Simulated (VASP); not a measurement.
**AgB2: single point with PBEsol**

Crystal: AgB2.

```
CELL_PARAMETERS angstrom
0.00000 2.41111 2.41111
2.41111 0.00000 2.41111
2.41111 2.41111 0.00000
ATOMIC_POSITIONS crystal
Ag 0.00000 0.00000 0.00000
B 0.25000 0.25000 0.25000
B 0.75000 0.75000 0.75000
```

- Program: VASP 6.6.1
- Task: single point
- Functional: PBEsol
- Potentials or basis: VASP PAW PBE potentials, release 64 (Ag, B)
- Cutoff: 500 eV
- k mesh: 7 × 7 × 7
- Occupations: fermi-dirac, width 0.05 eV
- Spin: no spin polarisation
- Dipole correction: no
- Further INCAR settings: ALGO = Normal; EDIFF = 1e-06; NBANDS = 16

* Pressure: 44.6 GPa
* Band gap on the k mesh: zero (an odd number of electrons rules out a gap without spin polarisation)

Levels at points of the mesh, in eV from the Fermi level:
```
           k point  band 7  band 8  band 9  band 10  band 11  band 12
(0.00, 0.00, 0.00)    1.28    4.09    4.09     4.09     4.48     4.48
```

Run time: 9.5 s on 1 thread of Intel(R) Xeon(R) Platinum 8488C (Sapphire Rapids), on a shared host, peak memory 0.16 GiB.

Caveat: the cell stands under pressure; the PAW data sets were made with another functional, which shifts forces and pressure a little.
